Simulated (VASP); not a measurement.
Input of a VASP 6.6.1 run:

Contents of INCAR:

```
SYSTEM = P
ALGO = Normal
EDIFF = 1E-7
EDIFFG = -0.04
ENCUT = 600
GGA = PE
IBRION = 2
ISIF = 3
ISMEAR = 0
LASPH = .True.
LCHARG = .False.
LREAL = .False.
LWAVE = .False.
NELM = 80
NSW = 90
PREC = Accurate
SIGMA = 0.1
```

File KPOINTS:

```
k-points
0
Gamma
  4 4 4
  0 0 0
```

POSCAR

```
P
1.0
   -3.6422948700      3.6422948700      3.6422948700
    3.6422948700     -3.6422948700      3.6422948700
    3.6422948700      3.6422948700     -3.6422948700
P
12
Direct
    0.2301970000      0.0776810100      0.6154950300
    0.8474840000      0.2698030000      0.8852980300
    0.6147019700      0.8845049700      0.9621859700
    0.4223189900      0.6525160000      0.5378140300
    0.2698030000      0.8852980300      0.8474840000
    0.8852980300      0.8474840000      0.2698030000
    0.6525160000      0.5378140300      0.4223189900
    0.6154950300      0.2301970000      0.0776810100
    0.5378140300      0.4223189900      0.6525160000
    0.8845049700      0.9621859700      0.6147019700
    0.0776810100      0.6154950300      0.2301970000
    0.9621859700      0.6147019700      0.8845049700
```

Potentials or basis: VASP PAW PBE potentials, release 64 (P).

Launch:

```sh
$ cat potpaw_PBE.64/P/POTCAR > POTCAR
$ mpirun -np 1 vasp_std > vasp.out
```

(1) Estimate the relaxed cell.

(2) What does it give for the band gap on the k mesh?

(3) Estimate the relaxed volume.

Answers

(1) a = 7.272 Å, b = 7.272 Å, c = 7.272 Å, α = 109.47°, β = 109.47°, γ = 109.47°.

(2) 0.65 eV (least direct gap 0.85 eV).

(3) 24.67 Å³/atom.

Caveat: the volume moved by over 15 % at a fixed basis, so the end points are rough.
